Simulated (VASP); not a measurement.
# TiB2N3 (P6/mmm) in VASP: notebook, part 2 of 2

VASP 6.6.1. The steps go on from the part before.

### 3 Single point, PBE

INCAR

```
PREC     = Accurate       # precision mode
ENCUT    = 520            # plane-wave cutoff, eV
EDIFF    = 1E-6           # SCF threshold, eV
ISMEAR   = 0              # smearing method
SIGMA    = 0.1            # smearing width, eV
LREAL    = False          # projectors in reciprocal space
LASPH    = True           # aspherical terms in the spheres
NELM     = 80             # most SCF steps
ALGO     = Normal         # electronic algorithm
ISIF     = 2              # what is computed and relaxed
LWAVE    = False          # write WAVECAR
LCHARG   = False          # write CHGCAR
GGA      = PE             # functional
NBANDS   = 26             # bands
```

KPOINTS

```
regular mesh
0
Gamma
  12 12 16
```

POSCAR

```
TiB2N3
1.0
    4.6786131186      0.0000000000      0.0000000000
   -2.3393065593      4.0517978152      0.0000000000
    0.0000000000      0.0000000000      2.3579817494
Ti B N
1 2 3
Direct
    0.0000000000      0.0000000000      0.0000000000
    0.3333333333      0.6666666667      0.0000000000
    0.6666666667      0.3333333333      0.0000000000
    0.5000000000      0.0000000000      0.5000000000
    0.5000000000      0.5000000000      0.5000000000
    0.0000000000      0.5000000000      0.5000000000
```

Potentials or basis: VASP PAW PBE potentials, release 64 (Ti_sv, B, N).

Launch:

```sh
> cat potpaw_PBE.64/Ti_sv/POTCAR potpaw_PBE.64/B/POTCAR potpaw_PBE.64/N/POTCAR > POTCAR
> mpirun -np 1 vasp_std > vasp.out
```

OUTCAR:

```text
PREC = Accurate
   ENCUT = 520
   EDIFF = 1E-6
   ISMEAR = 0
   LREAL = False
   LASPH = True
   NELM = 80
   ISIF = 2
   GGA = PE

 ion  position               nearest neighbor table
   1  0.000  0.000  0.000-
   2  0.333  0.667  0.000-   6 1.79   6 1.79   4 1.79   4 1.79   5 1.79   5 1.79
   3  0.667  0.333  0.000-   6 1.79   6 1.79   4 1.79   4 1.79   5 1.79   5 1.79
   4  0.500  0.000  0.500-   2 1.79   3 1.79   2 1.79   3 1.79
   5  0.500  0.500  0.500-   2 1.79   3 1.79   2 1.79   3 1.79
   6  0.000  0.500  0.500-   2 1.79   3 1.79   2 1.79   3 1.79

  LATTYP: Found a hexagonal cell.
 ALAT       =     4.6786131186
 C/A-ratio  =     0.5039916081

  Lattice vectors:

 A1 = (   4.6786131186,   0.0000000000,   0.0000000000)
 A2 = (  -2.3393065593,   4.0517978152,   0.0000000000)
 A3 = (   0.0000000000,   0.0000000000,   2.3579817494)

Analysis of symmetry for initial positions (statically):
=====================================================================
 Subroutine PRICEL returns:
 Original cell was already a primitive cell.

 Routine SETGRP: Setting up the symmetry group for a
[... 173 lines left out ...]
  free energy    TOTEN  =       -39.89632825 eV

  energy without entropy =      -39.88517664  energy(sigma->0) =      -39.89075244

 E-fermi :   9.6756     XC(G=0): -12.8929

 val. band max:        9.6594501485   @ k =   0.1667   0.1667   0.3750
 cond. band min:       9.6804747828   @ k =   0.4167   0.1667   0.3125
 fundamental gap:      0.0210246342
 Fermi energy:         9.6756284576

 k-point     1 :       0.0000    0.0000    0.0000
  band No.  band energies     occupation
      1     -47.9453      2.00000
      2     -24.2725      2.00000
      3     -24.2725      2.00000
      4     -22.9807      2.00000
      5     -10.6256      2.00000
      6      -6.2502      2.00000
[... 685 lines left out ...]
     25      17.4793      0.00000
     26      17.7420      0.00000

 [... further k-points ...]
[... 5 lines left out ...]
  --------------------------------------------------------------------------------------
  -------------------------------------------------------------------------------------
  Total       -0.0045836     -0.0045836      0.0434042      0.0000000     -0.0000000      0.0000000
  in kB       -0.1642916     -0.1642916      1.5557393      0.0000000     -0.0000000      0.0000000
  external PRESSURE =       0.4090520 kB  Pullay stress =       0.0000000 kB

 VOLUME and BASIS-vectors are now :
 -----------------------------------------------------------------------------
  energy-cutoff  :      520.00
  volume of cell :       44.70
      direct lattice vectors                 reciprocal lattice vectors
     4.678613119  0.000000000  0.000000000     0.213738553  0.123402011  0.000000000
    -2.339306559  4.051797815  0.000000000     0.000000000  0.246804023  0.000000000
     0.000000000  0.000000000  2.357981749     0.000000000  0.000000000  0.424091493

 POSITION                                       TOTAL-FORCE (eV/Angst)
 -----------------------------------------------------------------------------------
      0.00000      0.00000      0.00000         0.000000      0.000000      0.000000
     -0.00000      2.70120      0.00000        -0.000000      0.000000      0.000000
      2.33931      1.35060      0.00000         0.000000      0.000000     -0.000000
      2.33931      0.00000      1.17899         0.000000      0.000000      0.000000
      1.16965      2.02590      1.17899         0.000000      0.000000      0.000000
     -1.16965      2.02590      1.17899         0.000000      0.000000      0.000000
 -----------------------------------------------------------------------------------
    total drift:                                0.000000      0.000000      0.000000

  FREE ENERGIE OF THE ION-ELECTRON SYSTEM (eV)
  ---------------------------------------------------
  free  energy   TOTEN  =       -39.8963282536 eV

  energy  without entropy=      -39.8851766354  energy(sigma->0) =      -39.89075244
```

OSZICAR:

```text
N       E                     dE             d eps       ncg     rms          rms(c)
DAV:   1     0.289009928488E+03    0.28901E+03   -0.15667E+04  8900   0.138E+03
DAV:   2    -0.173381509320E+02   -0.30635E+03   -0.28123E+03  9706   0.387E+02
DAV:   3    -0.470763104732E+02   -0.29738E+02   -0.27813E+02 12100   0.114E+02
DAV:   4    -0.481335621463E+02   -0.10573E+01   -0.10463E+01 11374   0.204E+01
DAV:   5    -0.481650171123E+02   -0.31455E-01   -0.31384E-01 12430   0.335E+00    0.180E+01
DAV:   6    -0.540049802923E+02   -0.58400E+01   -0.56036E+01 11886   0.484E+01    0.375E+01
DAV:   7    -0.412969615169E+02    0.12708E+02   -0.57406E+01 10970   0.686E+01    0.913E+00
DAV:   8    -0.403507466350E+02    0.94621E+00   -0.30569E+00 10288   0.106E+01    0.564E+00
DAV:   9    -0.399395609362E+02    0.41119E+00   -0.46297E-01 12662   0.574E+00    0.218E+00
DAV:  10    -0.398980313149E+02    0.41530E-01   -0.22351E-01 12110   0.356E+00    0.592E-01
DAV:  11    -0.399054027636E+02   -0.73714E-02   -0.20100E-02 11556   0.996E-01    0.872E-01
DAV:  12    -0.398966253676E+02    0.87774E-02   -0.27943E-02  9942   0.154E+00    0.212E-01
DAV:  13    -0.398963321283E+02    0.29324E-03   -0.10772E-03  9986   0.300E-01    0.719E-02
DAV:  14    -0.398963232030E+02    0.89253E-05   -0.87314E-05 13078   0.689E-02    0.318E-02
DAV:  15    -0.398963291253E+02   -0.59222E-05   -0.11878E-05  9820   0.242E-02    0.808E-03
DAV:  16    -0.398963282536E+02    0.87170E-06   -0.22000E-06  8322   0.118E-02
   1 F= -.39896328E+02 E0= -.39890752E+02  d E =-.111516E-01
```

Wall time 2.5 min (1 thread of AMD EPYC 7R13 (Zen 3), shared host); peak memory 0.27 GiB.

Results:

```
Free energy : -39.8963 eV
Pressure    : 0.0 GPa
```

Stress tensor (GPa, compression positive):
```
-0.02  0.00  0.00
 0.00 -0.02  0.00
 0.00  0.00  0.16
```
